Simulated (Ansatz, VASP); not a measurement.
**One calculation of BAs, two programs**

INCAR

```
SYSTEM = BAs
  PREC = Accurate
  ENCUT = 520
  EDIFF = 1E-7
  ISMEAR = -1
  SIGMA = 0.02
  LREAL = .False.
  LASPH = .True.
  NELM = 60
  ALGO = Normal
  ISIF = 2
  LWAVE = .False.
  LCHARG = .True.
  GGA = PE
  LELF = .True.
  LVHAR = .True.
  NBANDS = 11
```

Contents of KPOINTS:

```
regular mesh
0
Gamma
  10 10 10
  0 0 0
```

POSCAR

```
BAs
1.0
    0.0000000000      2.3918676041      2.3918676041
    2.3918676041      0.0000000000      2.3918676041
    2.3918676041      2.3918676041      0.0000000000
B As
1 1
Direct
    0.0000000000      0.0000000000      0.0000000000
    0.2500000000      0.2500000000      0.2500000000
```

Input for Ansatz:

```yaml
crystal:
  lattice:
    - [0.0, 2.3918676041, 2.3918676041]
    - [2.3918676041, 0.0, 2.3918676041]
    - [2.3918676041, 2.3918676041, 0.0]
  atoms:
    - { symbol: B, position: [0.0, 0.0, 0.0] }
    - { symbol: As, position: [0.25, 0.25, 0.25] }
kpoints:
  mp_grid: { grid: [10, 10, 10] }
  band_path:
    path:
      - [0.0, 0.0, 0.0]
      - [-0.5, -0.5, 0.0]
      - [-0.375, -0.375, 0.25]
      - [-0.375, 0.0, 0.375]
      - [0.0, 0.0, 0.5]
      - [-0.5, -0.25, 0.25]
      - [0.0, 0.398437, 0.398438]
    npoints: 1
hamiltonian:
  xc: pbe
scf:
  occupations: { method: fermi_dirac, width: 0.02 }
  n_extra_bands: 4
output:
  forces: true
  stress: true
  eigenvalues: true
  write_density: true
  write_potential: true
  elf: true
  volumetric_format: npy
```

Alike in both runs: task single point; functional PBE; k mesh 10 × 10 × 10; occupations fermi-dirac, width 0.02 eV; no spin polarisation.

```csv
,VASP,Ansatz
version,VASP 6.6.1,Ansatz 0.2.0
potentials or method,"VASP PAW PBE potentials, release 64 (B, As)","plane waves, PAW"
plane-wave cutoff (eV),520,420
valence electrons in the cell,8,18
```

```tsv
	VASP	Ansatz	Ansatz less VASP
gap on the k mesh at the Fermi level (eV)	1.18	1.19	+0.008
pressure (GPa)	2.8	2.2	-0.65
```

With one functional, cell and mesh, what is left measures potentials, basis and numerics. VASP's potentials hold 8 valence electrons a cell and Ansatz's 18, so a difference there can come from the potentials and not from the codes.
